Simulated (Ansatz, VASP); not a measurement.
# Two plane-wave programs on La

```
CELL_PARAMETERS angstrom
-2.11025 2.11025 2.11025
2.11025 -2.11025 2.11025
2.11025 2.11025 -2.11025
ATOMIC_POSITIONS crystal
La 0.00000 0.00000 0.00000
```

Change from the starting cell: volume scaled by 0.994, to set the pressure.

Alike in both runs: task single point; functional PBE; k mesh 13 × 13 × 13; occupations fermi-dirac, width 0.08 eV; no spin polarisation.

|  | VASP | Ansatz |
| --- | --- | --- |
| version | VASP 6.6.1 | Ansatz 0.2.0 |
| potentials or method | VASP PAW PBE potentials, release 64 (La) | PAW with Ansatz's default frozen-core files, scalar-relativistic |
| plane-wave cutoff (eV) | 500 | 420 |
| valence electrons in the cell | 11 | 11 |

```tsv
	VASP	Ansatz	Ansatz less VASP
pressure (GPa)	0.2	0.2	-0.01
```

Neither program's run includes spin-orbit coupling.
